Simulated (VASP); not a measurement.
# Zr7Ge (R-3m) in VASP: notebook, part 2 of 2

VASP 6.6.1. The steps go on from the part before.

## (3) Single point, PBE

This run uses another cell than the first one, of 24.88 Å³/atom.

The input, INCAR:

```
  ALGO = Normal
  EDIFF = 1E-6
  ENCUT = 500
  GGA = PE
  GGA_COMPAT = F
  ISIF = 2
  ISMEAR = 0
  LASPH = T
  LCHARG = F
  LREAL = F
  LWAVE = F
  NBANDS = 59
  NELM = 120
  PREC = Accurate
  SIGMA = 0.2
```

The input, KPOINTS:

```
k-points
0
Gamma
  3 3 3
```

The input, POSCAR:

```
Zr7Ge
1.0
    3.8436701691      2.2191440047      3.8884287843
   -3.8436701691      2.2191440047      3.8884287843
    0.0000000000     -4.4382880157      3.8884287807
Zr Ge
7 1
Direct
    0.8457552367      0.4622415490      0.8457552367
    0.8457552367      0.8457552367      0.4622415490
    0.4622415490      0.8457552367      0.8457552367
    0.1542447633      0.5377584510      0.1542447633
    0.5377584510      0.1542447633      0.1542447633
    0.1542447633      0.1542447633      0.5377584510
    0.5000000000      0.5000000000      0.5000000000
    0.0000000000      0.0000000000      0.0000000000
```

Potentials or basis: VASP PAW PBE potentials, release 64 (Zr_sv, Ge_d).

Run with:

```sh
> cat potpaw_PBE.64/Zr_sv/POTCAR potpaw_PBE.64/Ge_d/POTCAR > POTCAR
> mpirun -np 1 vasp_std > vasp.out
```

OUTCAR:

```text
EDIFF = 1E-6
   ENCUT = 500
   GGA = PE
   ISIF = 2
   ISMEAR = 0
   LASPH = T
   LREAL = F
   NELM = 120
   PREC = Accurate

 ion  position               nearest neighbor table
   1  0.846  0.462  0.846-   8 2.80   4 2.88   2 2.95   3 2.95   5 2.99   6 2.99   7 3.06
   2  0.846  0.846  0.462-   8 2.80   6 2.88   1 2.95   3 2.95   4 2.99   5 2.99   7 3.06
   3  0.462  0.846  0.846-   8 2.80   5 2.88   2 2.95   1 2.95   4 2.99   6 2.99   7 3.06
   4  0.154  0.538  0.154-   8 2.80   1 2.88   6 2.95   5 2.95   3 2.99   2 2.99   7 3.06
   5  0.538  0.154  0.154-   8 2.80   3 2.88   6 2.95   4 2.95   1 2.99   2 2.99   7 3.06
   6  0.154  0.154  0.538-   8 2.80   2 2.88   5 2.95   4 2.95   3 2.99   1 2.99   7 3.06
   7  0.500  0.500  0.500-   2 3.06   6 3.06   3 3.06   4 3.06   5 3.06   1 3.06
[... 567 lines left out ...]
  external PRESSURE =      -0.1281046 kB  Pullay stress =       0.0000000 kB

 VOLUME and BASIS-vectors are now :
 -----------------------------------------------------------------------------
  energy-cutoff  :      500.00
  volume of cell :      199.00
      direct lattice vectors                 reciprocal lattice vectors
     3.843670169  2.219144005  3.888428784     0.130084003  0.075104034  0.085724428
    -3.843670169  2.219144005  3.888428784    -0.130084003  0.075104034  0.085724428
     0.000000000 -4.438288016  3.888428781     0.000000000 -0.150208068  0.085724428

 POSITION                                       TOTAL-FORCE (eV/Angst)
 -----------------------------------------------------------------------------------
      1.47410     -0.85107      8.37471         0.042405     -0.024483      0.023563
      0.00000      1.70214      8.37471         0.000000      0.048966      0.023563
     -1.47410     -0.85107      8.37471        -0.042405     -0.024483      0.023563
     -1.47410      0.85107      3.29057        -0.042405      0.024483     -0.023563
      1.47410      0.85107      3.29057         0.042405      0.024483     -0.023563
      0.00000     -1.70214      3.29057         0.000000     -0.048966     -0.023563
      0.00000     -0.00000      5.83264         0.000000     -0.000000     -0.000000
      0.00000      0.00000      0.00000         0.000000     -0.000000     -0.000000
 -----------------------------------------------------------------------------------
    total drift:                                0.000000     -0.000000     -0.000000

  FREE ENERGIE OF THE ION-ELECTRON SYSTEM (eV)
  ---------------------------------------------------
  free  energy   TOTEN  =       -59.8371514779 eV

  energy  without entropy=      -59.6152910243  energy(sigma->0) =      -59.72622125
```

OSZICAR:

```text
N       E                     dE             d eps       ncg     rms          rms(c)
DAV:   1     0.130174156542E+04    0.13017E+04   -0.47263E+04   873   0.225E+03
DAV:   2     0.118156408669E+03   -0.11836E+04   -0.11461E+04   815   0.753E+02
DAV:   3    -0.405243926406E+02   -0.15868E+03   -0.15297E+03   918   0.184E+02
DAV:   4    -0.610298820095E+02   -0.20505E+02   -0.19860E+02  1072   0.544E+01
DAV:   5    -0.623895999923E+02   -0.13597E+01   -0.13429E+01  1160   0.132E+01    0.262E+01
DAV:   6    -0.600474046401E+02    0.23422E+01   -0.53167E+00  1032   0.153E+01    0.106E+01
DAV:   7    -0.598099603906E+02    0.23744E+00   -0.25832E+00  1024   0.656E+00    0.242E+00
DAV:   8    -0.598397573953E+02   -0.29797E-01   -0.40941E-01  1000   0.318E+00    0.105E+00
DAV:   9    -0.598394442977E+02    0.31310E-03   -0.11027E-01  1056   0.151E+00    0.492E-01
DAV:  10    -0.598371040440E+02    0.23403E-02   -0.33005E-02  1032   0.937E-01    0.259E-01
DAV:  11    -0.598371880446E+02   -0.84001E-04   -0.46592E-03  1080   0.380E-01    0.526E-02
DAV:  12    -0.598371588300E+02    0.29215E-04   -0.28139E-04  1040   0.812E-02    0.170E-02
DAV:  13    -0.598371515197E+02    0.73103E-05   -0.35066E-05  1072   0.309E-02    0.686E-03
DAV:  14    -0.598371514779E+02    0.41819E-07   -0.32906E-06   672   0.889E-03
   1 F= -.59837151E+02 E0= -.59726221E+02  d E =-.221860E+00
```

stdout:

```text
POSCAR found type information on POSCAR ZrGe
 POSCAR found :  2 types and       8 ions
 scaLAPACK will be used
 LDA part: xc-table for (Slater+PW92), standard interpolation
 POSCAR, INCAR and KPOINTS ok, starting setup
 FFT: planning ... GRIDC
 FFT: planning ... GRID_SOFT
 FFT: planning ... GRID
 WAVECAR not read
 entering main loop
```

Run time: 62 s. Hardware: 1 thread of Intel Xeon Platinum 8559C (Emerald Rapids), shared host; peak memory 0.32 GiB.

What came out:

| Item | Value |
| --- | --- |
| Free energy | -59.8372 eV |
| Pressure | 0.0 GPa |
| Largest force | 0.054 eV/Å |
| Band gap on the k mesh | 0.06 eV (least direct gap 0.08 eV) |

Forces on the atoms (eV/Å):
```
Zr   0.042 -0.024  0.024
Zr   0.000  0.049  0.024
Zr  -0.042 -0.024  0.024
Zr  -0.042  0.024 -0.024
Zr   0.042  0.024 -0.024
Zr   0.000 -0.049 -0.024
Zr   0.000  0.000  0.000
Ge   0.000  0.000  0.000
```

Levels at points of the mesh, in eV from the valence-band top:
| k point | band 46 | band 47 | band 48 | band 49 | band 50 | band 51 | band 52 | band 53 |
| --- | --- | --- | --- | --- | --- | --- | --- | --- |
| (0.00, 0.00, 0.00) | -0.61 | -0.18 | -0.17 | -0.17 | 0.74 | 0.74 | 0.77 | 1.01 |

Caveat: an odd mesh through Γ misses points on the zone boundary, where band edges can lie.
